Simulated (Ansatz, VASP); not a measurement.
# One calculation of Sr, two programs

```
Sr
1.0
     4.18070    0.00000    0.00000
    -2.09035    3.62059    0.00000
     0.00000    0.00000    7.26150
Sr
2
Direct
  0.33333 0.66667 0.25000
  0.66667 0.33333 0.75000
```

Change from the starting cell: strain -0.030 along x and y, +0.030 along z, atoms carried along.

Alike in both runs: task single point; functional PBEsol; k mesh 15 × 15 × 8; occupations gaussian, width 0.15 eV; no spin polarisation.

|  | VASP | Ansatz |
| --- | --- | --- |
| version | VASP 6.6.1 | Ansatz 0.2.0 |
| potentials or method | VASP PAW PBE potentials, release 64 (Sr_sv), cutoff 520 eV | scalar-relativistic, plane waves, PAW |
| valence electrons in the cell | 20 | 20 |

```csv
,VASP,Ansatz,Ansatz less VASP
gap on the k mesh at the Fermi level (eV),none,none,-
pressure (GPa),-0.5,-0.5,-0.01
"traceless stress, the component that is largest in VASP (GPa)",-0.84,-0.84,+0.002
```

VASP's potentials were made for PBE, not for PBEsol. A gap of «none» marks a metal or a gap that the smearing closes. The functional is the same, so the differences come from potentials, cutoffs and numerics.
